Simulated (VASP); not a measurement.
**Pt: relaxation of cell and atoms with r2SCAN**

Crystal: Pt.

```
Pt
1.0
    -1.58422    1.58422    1.58422
     1.58422   -1.58422    1.58422
     1.58422    1.58422   -1.58422
Pt
1
Direct
  0.00000 0.00000 0.00000
```

- Program: VASP 6.6.1
- Task: relaxation of cell and atoms
- Functional: r2SCAN
- Potentials or basis: VASP PAW PBE potentials, release 64 (Pt)
- Cutoff: 550 eV
- k mesh: 15 × 15 × 15
- Occupations: fermi-dirac, width 0.1 eV
- Spin: no spin polarisation
- Dipole correction: no
- Further INCAR settings: ALGO = Normal; EDIFF = 1e-07; IBRION = 2; EDIFFG = -0.01; NSW = 80; ISIF = 3

- Relaxed volume: 15.51 Å³/atom
- Relaxed cell: a = 2.721 Å, b = 2.721 Å, c = 2.721 Å, α = 109.47°, β = 109.47°, γ = 109.47°
- Space group after relaxing (to 0.05 Å): Im-3m (No. 229)
- Energy gained by relaxing: 7.5 meV/atom
- Ionic steps: 4
- Pressure after relaxing: 0.0 GPa
- Band gap on the k mesh: zero (band 5 reaches 11.32 eV, above the bottom of band 6 at 8.99 eV)

Step by step:
```
step  energy change (eV)  largest force (eV/Å)  pressure (GPa)  volume (Å³)
   1              0.0000                0.0000           -6.01        15.90
   2              0.0457                0.0000           19.37        14.57
   3             -0.0075                0.0000           -0.12        15.52
   4             -0.0075                0.0000            0.01        15.51
```

Final structure:
```
CELL_PARAMETERS angstrom
-1.57119 1.57119 1.57119
1.57119 -1.57119 1.57119
1.57119 1.57119 -1.57119
ATOMIC_POSITIONS crystal
Pt 0.00000 0.00000 0.00000
```

Levels at points of the mesh, in eV from the Fermi level:
```tsv
k point	band 2	band 3	band 4	band 5	band 6	band 7	band 8	band 9
(0.00, 0.00, 0.00)	-3.73	-3.73	-3.73	-1.16	-1.16	18.07	18.07	18.07
```

Run time: 2.9 min on 1 thread of Intel(R) Xeon(R) Platinum 8488C (Sapphire Rapids) (shared host), peak memory 0.17 GiB.

Caveat: the PAW data sets were made with another functional, which shifts forces and pressure a little; spin-orbit coupling is left out, which moves the levels of the heavy elements.
